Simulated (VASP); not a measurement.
Wanted: the native input for a VASP 6.6.1 run.

```yaml
Task: single point
Functional: r2SCAN
Potentials_or_basis: VASP PAW PBE potentials, release 64 (Si, C)
Cutoff: 520 eV
k_mesh: 12 × 12 × 12
Occupations: gaussian, width 0.05 eV
Spin: no spin polarisation
Dipole_correction: no
Further_INCAR_settings: ALGO = Normal; EDIFF = 1e-07; NBANDS = 11
```

The system is SiC.

```
CELL_PARAMETERS angstrom
0.00000 2.28814 2.17400
2.17400 0.00000 2.17400
2.17400 2.28814 0.00000
ATOMIC_POSITIONS crystal
Si 0.00000 0.00000 0.00000
C 0.75000 0.75000 0.75000
```

This cell differs from its parent crystal: strain +0.0525 x Voigt [0, 1, 0, 0, 0, 0].

The input as run:

POSCAR

```
SiC
1.0
    0.0000000000      2.2881350000      2.1740000000
    2.1740000000      0.0000000000      2.1740000000
    2.1740000000      2.2881350000      0.0000000000
Si C
1 1
Direct
    0.0000000000      0.0000000000      0.0000000000
    0.7500000000      0.7500000000      0.7500000000
```

INCAR.step1

```
PREC     = Accurate       # precision mode
ENCUT    = 520            # plane-wave cutoff, eV
ISMEAR   = 0              # smearing method
SIGMA    = 0.05           # smearing width, eV
LREAL    = False          # projectors in reciprocal space
LASPH    = True           # aspherical terms in the spheres
NELM     = 80             # most SCF steps
NBANDS   = 11             # bands
GGA      = PE             # functional
ALGO     = Normal         # electronic algorithm
EDIFF    = 1E-4           # SCF threshold, eV
LWAVE    = True           # write WAVECAR
LCHARG   = False          # write CHGCAR
```

INCAR.step2

```
PREC     = Accurate       # precision mode
ENCUT    = 520            # plane-wave cutoff, eV
EDIFF    = 1E-7           # SCF threshold, eV
ISMEAR   = 0              # smearing method
SIGMA    = 0.05           # smearing width, eV
LREAL    = False          # projectors in reciprocal space
LASPH    = True           # aspherical terms in the spheres
NELM     = 80             # most SCF steps
ALGO     = Normal         # electronic algorithm
ISIF     = 2              # what is computed and relaxed
LWAVE    = False          # write WAVECAR
LCHARG   = False          # write CHGCAR
METAGGA  = R2SCAN         # meta-GGA
LMIXTAU  = True         
NBANDS   = 11             # bands
ISTART   = 1
```

KPOINTS

```
regular mesh
0
Gamma
  12 12 12
```

Potentials or basis: VASP PAW PBE potentials, release 64 (Si, C).

The run is started by

```bash
$ cat potpaw_PBE.64/Si/POTCAR potpaw_PBE.64/C/POTCAR > POTCAR
$ cp INCAR.step1 INCAR
$ mpirun -np 1 vasp_std > vasp.out
$ cp INCAR.step2 INCAR
$ mpirun -np 1 vasp_std > vasp.out
```

It gave:

- Pressure: -9.7 GPa
- Band gap on the k mesh: 1.48 eV (least direct gap 4.95 eV)

Caveat: the cell differs from its parent crystal (strain +0.0525 x Voigt [0, 1, 0, 0, 0, 0]); the cell stands under tension; the PAW data sets were made with another functional, which shifts forces and pressure a little.

It took 2.1 min on 1 thread of AMD EPYC 7R13 Processor (Zen 3) (shared host), peak memory 0.14 GiB.
